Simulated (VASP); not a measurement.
Write the native input for VASP 6.6.1 that does the following.

```
Task                   : single point
Functional             : r2SCAN
Potentials or basis    : VASP PAW PBE potentials, release 64 (Ta_pv, N)
Cutoff                 : 520 eV
k mesh                 : 10 × 10 × 6
Occupations            : fermi-dirac, width 0.05 eV
Spin                   : no spin polarisation
Dipole correction      : no
Further INCAR settings : ALGO = Normal; EDIFF = 1e-07; NBANDS = 24
```

Crystal: TaN.

```
Ta N
1.0
     3.13630    0.00000    0.00000
    -1.56815    2.71612    0.00000
     0.00000    0.00000    6.08153
Ta N
2 2
Direct
  0.33333 0.66667 0.03105
  0.66667 0.33333 0.53105
  0.33333 0.66667 0.35395
  0.66667 0.33333 0.85395
```

These files were run (other wordings do the same):

POSCAR

```
TaN
1.0
    3.1363032020      0.0000000000      0.0000000000
   -1.5681516010      2.7161182469      0.0000000000
    0.0000000000      0.0000000000      6.0815258015
Ta N
2 2
Direct
    0.3333333333      0.6666666667      0.0310473433
    0.6666666667      0.3333333333      0.5310473433
    0.3333333333      0.6666666667      0.3539526567
    0.6666666667      0.3333333333      0.8539526567
```

INCAR.step1

```
SYSTEM = TaN
PREC = Accurate ; ENCUT = 520
ISMEAR = -1 ; SIGMA = 0.05
LREAL = .FALSE. ; LASPH = .TRUE.
NELM = 60 ; NBANDS = 24
GGA = PE ; ALGO = Normal
EDIFF = 1E-4 ; LWAVE = .TRUE.
LCHARG = .FALSE.
```

INCAR.step2

```
SYSTEM = TaN
PREC = Accurate ; ENCUT = 520
EDIFF = 1E-7 ; ISMEAR = -1
SIGMA = 0.05 ; LREAL = .FALSE.
LASPH = .TRUE. ; NELM = 60
ALGO = Normal ; ISIF = 2
LWAVE = .FALSE. ; LCHARG = .FALSE.
METAGGA = R2SCAN ; LMIXTAU = .TRUE.
NBANDS = 24 ; ISTART = 1
```

KPOINTS

```
Automatic mesh
0
G
  10 10 6
  0 0 0
```

Potentials or basis: VASP PAW PBE potentials, release 64 (Ta_pv, N).

The run is started by

```console
$ cat potpaw_PBE.64/Ta_pv/POTCAR potpaw_PBE.64/N/POTCAR > POTCAR
$ cp INCAR.step1 INCAR
$ mpirun -np 1 vasp_std > vasp.out
$ cp INCAR.step2 INCAR
$ mpirun -np 1 vasp_std > vasp.out
```

Results of the run:

```
Pressure               : 1.2 GPa
Largest force          : 0.038 eV/Å
Band gap on the k mesh : zero (band 16 reaches 6.72 eV, above the bottom of band 17 at 6.43 eV)
```

Caveat: the PAW data sets were made with another functional, which shifts forces and pressure a little; spin-orbit coupling is left out, which moves the levels of the heavy elements.

Run time: 2.2 min on 1 thread of Intel(R) Xeon(R) Platinum 8488C (Sapphire Rapids), on a shared host, peak memory 0.21 GiB.
